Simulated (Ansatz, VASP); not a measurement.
**One calculation of Ru, two programs**

Contents of INCAR:

```
SYSTEM = Ru
PREC = Accurate
ENCUT = 520
EDIFF = 1E-6
ISMEAR = 0
SIGMA = 0.15
LREAL = .FALSE.
LASPH = .TRUE.
NELM = 100
ALGO = Fast
ISIF = 2
LWAVE = .FALSE.
LCHARG = .FALSE.
GGA = PS
NBANDS = 21
```

File KPOINTS:

```
regular mesh
0
G
  24 24 12
  0 0 0
```

Contents of POSCAR:

```
Ru
1.0
    2.7463863242      0.0000000000      0.0000000000
   -1.3731931621      2.3784403254      0.0000000000
    0.0000000000      0.0000000000      4.3461285000
Ru
2
Direct
    0.3333333333      0.6666666667      0.2500000000
    0.6666666667      0.3333333333      0.7500000000
```

Input for Ansatz:

```yaml
crystal:
  lattice:
    - [2.7463863242, 0.0, 0.0]
    - [-1.3731931621, 2.3784403254, 0.0]
    - [0.0, 0.0, 4.3461285]
  atoms:
    - { symbol: Ru, position: [0.3333333333, 0.6666666667, 0.25] }
    - { symbol: Ru, position: [0.6666666667, 0.3333333333, 0.75] }
basis:
  ecutwfc: 420
kpoints:
  mp_grid: { grid: [24, 24, 12] }
hamiltonian:
  xc: pbesol
scf:
  occupations: { method: gaussian, width: 0.15 }
output:
  forces: true
  stress: true
  eigenvalues: true
```

Change from the starting cell: strain +0.015 along x and y, +0.015 along z, atoms carried along.

Alike in both runs: task single point; functional PBEsol; k mesh 24 × 24 × 12; occupations gaussian, width 0.15 eV; no spin polarisation.

|  | VASP | Ansatz |
| --- | --- | --- |
| version | VASP 6.6.1 | Ansatz 0.2.0 |
| potentials or method | VASP PAW PBE potentials, release 64 (Ru_pv), cutoff 520 eV | scalar-relativistic, plane waves, PAW |
| valence electrons in the cell | 28 | 32 |

```csv
,VASP,Ansatz,Ansatz less VASP
gap on the k mesh at the Fermi level (eV),none,none,-
pressure (GPa),-19.0,-18.9,+0.11
"traceless stress, the component that is largest in VASP (GPa)",-1.56,-1.57,-0.010
```

VASP's potentials were made for PBE, not for PBEsol. A gap of «none» marks a metal or a gap that the smearing closes. VASP's potentials hold 28 valence electrons a cell and Ansatz's 32, so a difference there can come from the potentials and not from the codes.
